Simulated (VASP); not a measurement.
# Sc2Ta3O: single point with PBE

Sc2Ta3O:

```
Sc Ta O
1.0
     2.98220    1.72177    3.30824
    -2.98220    1.72177    3.30824
     0.00000   -3.44355    3.30824
Sc Ta O
2 3 1
Direct
  0.11820 0.11820 0.11820
  0.88180 0.88180 0.88180
  0.00000 0.50000 0.50000
  0.50000 0.50000 0.00000
  0.50000 0.00000 0.50000
  0.50000 0.50000 0.50000
```

```
Program             : VASP 6.6.1
Task                : single point
Functional          : PBE
Potentials or basis : VASP PAW PBE potentials, release 64 (Sc_sv, Ta_pv, O)
Cutoff              : 520 eV
k mesh              : 12 × 12 × 12
Occupations         : gaussian, width 0.1 eV
Spin                : no spin polarisation
```

```yaml
Pressure: 0.2 GPa
Largest_force: 0.054 eV/Å
Band_gap_on_the_k_mesh: zero (an odd number of electrons rules out a gap without spin polarisation)
```

Forces in eV/Å, atoms in the order of the input:
```
Sc   0.000  0.000  0.054
Sc   0.000  0.000 -0.054
Ta   0.000  0.000  0.000
Ta   0.000  0.000  0.000
Ta   0.000  0.000  0.000
O    0.000  0.000  0.000
```

Stress tensor (GPa, compression positive):
```
0.08 0.00 0.00
0.00 0.08 0.00
0.00 0.00 0.37
```

Levels at points of the mesh, in eV from the Fermi level:
| k point | band 28 | band 29 | band 30 | band 31 | band 32 | band 33 | band 34 | band 35 |
| --- | --- | --- | --- | --- | --- | --- | --- | --- |
| (0.00, 0.00, 0.00) | -0.51 | -0.08 | -0.08 | 0.83 | 1.01 | 1.01 | 2.30 | 2.30 |
| (0.50, 0.00, 0.00) | -0.80 | -0.55 | -0.54 | -0.33 | 0.24 | 0.90 | 1.35 | 2.42 |
| (0.50, 0.50, 0.00) | -0.89 | -0.69 | -0.43 | -0.07 | 0.48 | 0.59 | 0.59 | 0.81 |
| (0.50, 0.50, 0.50) | -0.37 | 0.33 | 0.33 | 0.61 | 0.61 | 1.06 | 1.06 | 1.19 |

It took 16 min on 1 thread of Intel Xeon 8259CL, on a shared host, peak memory 0.7 GiB.

Caveat: spin-orbit coupling is left out, which moves the levels of the heavy elements; an odd number of electrons without spin polarisation forces a metal; a magnetic or distorted state may lie lower.
